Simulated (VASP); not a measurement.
BaF2, 3 atoms in the cell. It takes space group Fm-3m (No. 225, cubic). The conventional cell has a = 6.106 Å, b = 6.106 Å, c = 6.106 Å, α = 90.00°, β = 90.00°, γ = 90.00°. Ba (site symmetry m-3m) has 8 F at 2.64 Å within 3.5 Å. Within 3.5 Å of F (site symmetry -43m) lie 4 Ba at 2.64 Å and 6 F at 3.05 Å. 

- Program: VASP 6.6.1
- Task: vibrations by perturbation theory
- Functional: PBEsol
- Potentials or basis: VASP PAW PBE potentials, release 64 (Ba_sv, F)
- Cutoff: 600 eV
- k mesh: 6 × 6 × 6
- Occupations: gaussian, width 0.01 eV
- Spin: no spin polarisation
- Dipole correction: no
- Further INCAR settings: ALGO = Normal; EDIFF = 1e-08; NBANDS = 19; IBRION = 8; NSW = 1

Potentials or basis: VASP PAW PBE potentials, release 64 (Ba_sv, F).

Command:

```console
$ cat potpaw_PBE.64/Ba_sv/POTCAR potpaw_PBE.64/F/POTCAR > POTCAR
$ mpirun -np 1 vasp_std > vasp.out
```

Hardware: 1 thread of Intel(R) Xeon(R) Platinum 8375C CPU @ 2.90GHz (Ice Lake), with other jobs on the host.

Q: Estimate the wall time of this run.

A: Run time: 7 min on 1 thread of Intel(R) Xeon(R) Platinum 8375C CPU @ 2.90GHz (Ice Lake) (shared host), peak memory 0.39 GiB. Counts: scf iterations 156, k points 16.
